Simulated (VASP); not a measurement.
# FeO (I4/mmm) in VASP: single point with PBE+U

Aim: the single point of FeO with PBE+U.

All numbers are computed with VASP 6.6.1; they aren't measurements. Logs are shortened: lines on timing, memory, paths and dates and some standing lists are left out, and cuts for length are marked.

## Step 1: The cell of the first run

Symmetry: I4/mmm, No. 139, tetragonal system. The conventional cell has a = 3.204 Å, b = 3.204 Å, c = 4.167 Å, α = 90.00°, β = 90.00°, γ = 90.00°. Fe (site symmetry 4/mmm) has 6 O at 2.08 to 2.27 Å within 2.8 Å. Within 2.8 Å of O (site symmetry 4/mmm) lie 6 Fe at 2.08 to 2.27 Å.

## Step 2: Single point, PBE+U, collinear spin, antiferromagnetic start

INCAR reads:

```
  ALGO = Normal
  EDIFF = 1E-6
  ENCUT = 520
  GGA = PE
  ISIF = 2
  ISMEAR = 0
  ISPIN = 2
  LASPH = T
  LCHARG = F
  LDAU = T
  LDAUJ = 0 0
  LDAUL = 2 -1
  LDAUPRINT = 1
  LDAUTYPE = 2
  LDAUU = 5.3 0
  LMAXMIX = 4
  LORBIT = 11
  LREAL = F
  LWAVE = F
  MAGMOM = -3.41 3.41 0 0
  NBANDS = 26
  NELECT = 28.25
  NELM = 150
  PREC = Accurate
  SIGMA = 0.05
```

KPOINTS reads:

```
k-points
0
Gamma
  10 10 6
```

POSCAR reads:

```
FeO
1.0
    2.6281662533     -1.6021035014      0.0000000000
    2.6281662533      1.6021035014      0.0000000000
   -1.3498295265      0.0000000000      5.0800586090
Fe O
2 2
Direct
    0.5000000000      0.5000000000      0.5000000000
    0.0000000000      0.0000000000      0.0000000000
    0.7500000000      0.7500000000      0.2500000000
    0.2500000000      0.2500000000      0.7500000000
```

Potentials or basis: VASP PAW PBE potentials, release 64 (Fe, O).

Command:

```bash
cat potpaw_PBE.64/Fe/POTCAR potpaw_PBE.64/O/POTCAR > POTCAR
mpirun -np 1 vasp_std > vasp.out
```

OUTCAR:

```text
EDIFF = 1E-6
   ENCUT = 520
   GGA = PE
   ISIF = 2
   ISMEAR = 0
   ISPIN = 2
   LASPH = T
   LORBIT = 11
   LREAL = F
   NELECT = 28.25
   NELM = 150
   PREC = Accurate

 ion  position               nearest neighbor table
   1  0.500  0.500  0.500-   3 2.08   4 2.08   4 2.27   4 2.27   3 2.27   3 2.27   2 3.08   2 3.08
                             2 3.08   2 3.08
   2  0.000  0.000  0.000-   3 2.08   4 2.08   3 2.27   3 2.27   4 2.27   4 2.27   1 3.08   1 3.08
                             1 3.08   1 3.08
   3  0.750  0.750  0.250-   1 2.08   2 2.08   1 2.27   1 2.27   2 2.27   2 2.27
   4  0.250  0.250  0.750-   1 2.08   2 2.08   2 2.27   2 2.27   1 2.27   1 2.27

  LATTYP: Found a base centered monoclinic cell.
 ALAT       =     5.2563325066
 B/A-ratio  =     0.6095898611
 C/A-ratio  =     1.0000000688
 COS(beta)  =    -0.2568006175

  Lattice vectors:

 A1 = (   2.6281662533,  -1.6021035014,   0.0000000000)
 A2 = (   2.6281662533,   1.6021035014,   0.0000000000)
 A3 = (  -1.3498295265,   0.0000000000,   5.0800586090)

Analysis of symmetry for initial positions (statically):
=====================================================================
 Subroutine PRICEL returns following result:

  LATTYP: Found a body centered tetragonal cell.
 ALAT       =     3.2042066493
 C/A-ratio  =     1.3004106651
[... 12 lines left out ...]
 Subroutine GETGRP returns: Found  4 space group operations
 (whereof  4 operations were pure point group operations)
 out of a pool of  4 trial point group operations.

The static configuration has the point symmetry C_2h.

Analysis of symmetry for dynamics (positions and initial velocities):
=====================================================================
 Subroutine PRICEL returns following result:

  LATTYP: Found a body centered tetragonal cell.
 ALAT       =     3.2042066493
 C/A-ratio  =     1.3004106651
[... 12 lines left out ...]
 Subroutine GETGRP returns: Found  4 space group operations
[... 228 lines left out ...]
  o =  0.0483  v =  0.0000  0.0000  0.0000  0.0000  0.0000  0.8361 -0.5485 -0.0000  0.0000  0.0000      0.0000  0.0000  0.0000  0.0000  0.0000  0.0000  0.0000  0.0000  0.0000  0.0000
  o =  0.0661  v =  0.0000  0.0000  0.0000  0.0000  0.0000 -0.5485 -0.8361 -0.0000  0.0000  0.0000      0.0000  0.0000  0.0000  0.0000  0.0000  0.0000  0.0000  0.0000  0.0000  0.0000
  o =  0.1337  v =  0.0000  0.0000  0.0000  0.0000  0.0000  0.0000  0.0000  0.0986 -0.8480  0.5207      0.0000  0.0000  0.0000  0.0000  0.0000  0.0000  0.0000  0.0000  0.0000  0.0000
  o =  0.9588  v =  0.0000  0.0000  0.0000  0.0000  0.0000 -0.0000 -0.0000 -0.5070 -0.4930 -0.7070      0.0000  0.0000  0.0000  0.0000  0.0000  0.0000  0.0000  0.0000  0.0000  0.0000
  o =  0.9672  v =  0.0000 -0.0000  0.4983  0.4954  0.7116  0.0000  0.0000  0.0000  0.0000  0.0000      0.0000  0.0000  0.0000  0.0000  0.0000  0.0000  0.0000  0.0000  0.0000  0.0000
  o =  0.9722  v = -0.8148  0.5797  0.0000  0.0000  0.0000  0.0000  0.0000  0.0000  0.0000  0.0000      0.0000  0.0000  0.0000  0.0000  0.0000  0.0000  0.0000  0.0000  0.0000  0.0000
  o =  0.9723  v =  0.0000  0.0000  0.8648 -0.2256 -0.4485  0.0000  0.0000  0.0000  0.0000  0.0000      0.0000  0.0000  0.0000  0.0000  0.0000  0.0000  0.0000  0.0000  0.0000  0.0000
  o =  1.0017  v = -0.5797 -0.8148 -0.0000 -0.0000 -0.0000  0.0000  0.0000  0.0000  0.0000  0.0000      0.0000  0.0000  0.0000  0.0000  0.0000  0.0000  0.0000  0.0000  0.0000  0.0000
  o =  1.0249  v =  0.0000 -0.0000  0.0617 -0.8389  0.5408  0.0000  0.0000  0.0000  0.0000  0.0000      0.0000  0.0000  0.0000  0.0000  0.0000  0.0000  0.0000  0.0000  0.0000  0.0000

 number of electron      28.2499994 magnetization      -0.0000000

 Free energy of the ion-electron system (eV)
  ---------------------------------------------------
  ext. energy  EPLUGINS =         0.00000000
  ---------------------------------------------------
  free energy    TOTEN  =       -25.01115405 eV

  energy without entropy =      -25.00958887  energy(sigma->0) =      -25.01037146

 E-fermi :   7.2222     XC(G=0): -11.7792

 val. band max:        7.2205852600   @ k =  -0.1000  -0.0000   0.3333
 cond. band min:       7.2854418471   @ k =  -0.4000   0.1000   0.3333
 fundamental gap:      0.0648565871
 Fermi energy:         7.2221882506

 spin component 1

 k-point     1 :       0.0000    0.0000    0.0000
  band No.  band energies     occupation
      1     -14.3675      1.00000
      2     -13.3084      1.00000
      3      -2.8237      1.00000
      4      -1.9805      1.00000
      5      -1.4659      1.00000
      6      -0.5090      1.00000
[... 1385 lines left out ...]
     25      18.5536      0.00000
     26      19.8923      0.00000

 [... further k-points ...]
[... 5 lines left out ...]
  --------------------------------------------------------------------------------------
  -------------------------------------------------------------------------------------
  Total        2.3705776      2.6813994      2.5573399      0.0000000      0.0000000      0.2711791
  in kB       88.7815309    100.4222560     95.7760499      0.0000000      0.0000000     10.1560455
  external PRESSURE =      94.9932789 kB  Pullay stress =       0.0000000 kB

 VOLUME and BASIS-vectors are now :
 -----------------------------------------------------------------------------
  energy-cutoff  :      520.00
  volume of cell :       42.78
      direct lattice vectors                 reciprocal lattice vectors
     2.628166253 -1.602103501  0.000000000     0.190246716 -0.312089699  0.050550723
     2.628166253  1.602103501  0.000000000     0.190246716  0.312089699  0.050550723
    -1.349829526  0.000000000  5.080058609     0.000000000  0.000000000  0.196848123

 POSITION                                       TOTAL-FORCE (eV/Angst)
 -----------------------------------------------------------------------------------
      1.95325      0.00000      2.54003         0.000000      0.000000      0.000000
      0.00000      0.00000      0.00000        -0.000000     -0.000000     -0.000000
      3.60479      0.00000      1.27001         0.000000      0.000000     -0.000000
      0.30171      0.00000      3.81004         0.000000     -0.000000     -0.000000
 -----------------------------------------------------------------------------------
    total drift:                                0.000000     -0.000000     -0.000000

  FREE ENERGIE OF THE ION-ELECTRON SYSTEM (eV)
  ---------------------------------------------------
  free  energy   TOTEN  =       -25.0111540547 eV

  energy  without entropy=      -25.0095888683  energy(sigma->0) =      -25.01037146

 total charge

# of ion       s       p       d       tot
------------------------------------------
    1        0.299   0.337   6.169   6.805
    2        0.299   0.337   6.169   6.805
    3        1.563   3.454   0.000   5.017
    4        1.563   3.454   0.000   5.017
--------------------------------------------------
tot          3.725   7.583  12.337  23.645

 magnetization (x)

# of ion       s       p       d       tot
------------------------------------------
    1       -0.019  -0.013  -3.678  -3.710
    2        0.019   0.013   3.678   3.710
    3        0.000   0.000   0.000   0.000
    4        0.000   0.000   0.000   0.000
--------------------------------------------------
tot          0.000   0.000   0.000   0.000
```

stdout:

```text
POSCAR found type information on POSCAR FeO
 POSCAR found :  2 types and       4 ions
 scaLAPACK will be used
 LDA part: xc-table for (Slater+PW92), standard interpolation
 POSCAR, INCAR and KPOINTS ok, starting setup
 FFT: planning ... GRIDC
 FFT: planning ... GRID_SOFT
 FFT: planning ... GRID
 WAVECAR not read
 entering main loop
 the old and the new charge density differ
 old charge density:    28.00000 new   28.25000
    0.243E+01
```

Run time: 9.4 min. Hardware: 1 thread of Intel Xeon Platinum 8559C (Emerald Rapids), shared host; peak memory 0.39 GiB.

What came out:

- Free energy: -25.0112 eV
- Net moment: 0.00 μB per cell
- Site moments: Fe -3.71, +3.71; O +0.00 μB
- Valence electrons inside the program's atomic spheres: Fe 6.80; O 5.02

Eigenvalues of the final occupation matrices:
```
    site  spin  trace               eigenvalues
site 1 d     1   1.25  0.05 0.05 0.07 0.13 0.96
site 1 d     2   4.94  0.97 0.97 0.97 1.00 1.02
site 2 d     1   4.94  0.97 0.97 0.97 1.00 1.02
site 2 d     2   1.25  0.05 0.05 0.07 0.13 0.96
```

Caveat: the cell carries a net charge on a neutralising background, which shifts energy and pressure; the cell is charged against a uniform background, so pressure and absolute levels hang on convention. The state reached can hang on the start; a lower one may exist.
